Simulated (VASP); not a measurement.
Here is a VASP 6.6.1 calculation.

The input INCAR:

```
SYSTEM = NaH
PREC     = Accurate       ! precision mode
ENCUT    = 520            ! plane-wave cutoff, eV
EDIFF    = 1E-7           ! SCF threshold, eV
ISMEAR   = 0              ! smearing method
SIGMA    = 0.05           ! smearing width, eV
LREAL    = .FALSE.        ! projectors in reciprocal space
LASPH    = .TRUE.         ! aspherical terms in the spheres
NELM     = 80             ! most SCF steps
ALGO     = Normal         ! electronic algorithm
ISIF     = 2              ! what is computed and relaxed
LWAVE    = .FALSE.        ! write WAVECAR
LCHARG   = .FALSE.        ! write CHGCAR
GGA      = PE             ! functional
NBANDS   = 11             ! bands
```

The input KPOINTS:

```
regular mesh
0
G
  12 12 12
  0 0 0
```

The input POSCAR:

```
NaH
1.0
    0.0000000000      2.4163655656      2.4163655656
    2.4163655656      0.0000000000      2.4163655656
    2.4163655656      2.4163655656      0.0000000000
Na H
1 1
Direct
    0.0000000000      0.0000000000      0.0000000000
    0.5000000000      0.5000000000      0.5000000000
```

Potentials or basis: VASP PAW PBE potentials, release 64 (Na_pv, H).

Run with:

```bash
$ cat potpaw_PBE.64/Na_pv/POTCAR potpaw_PBE.64/H/POTCAR > POTCAR
$ mpirun -np 1 vasp_std > vasp.out
```

(1) Estimate the pressure.

(2) Estimate the band gap on the k mesh.

Results:

(1) 0.0 GPa.

(2) 3.76 eV, indirect (least direct gap 4.62 eV).
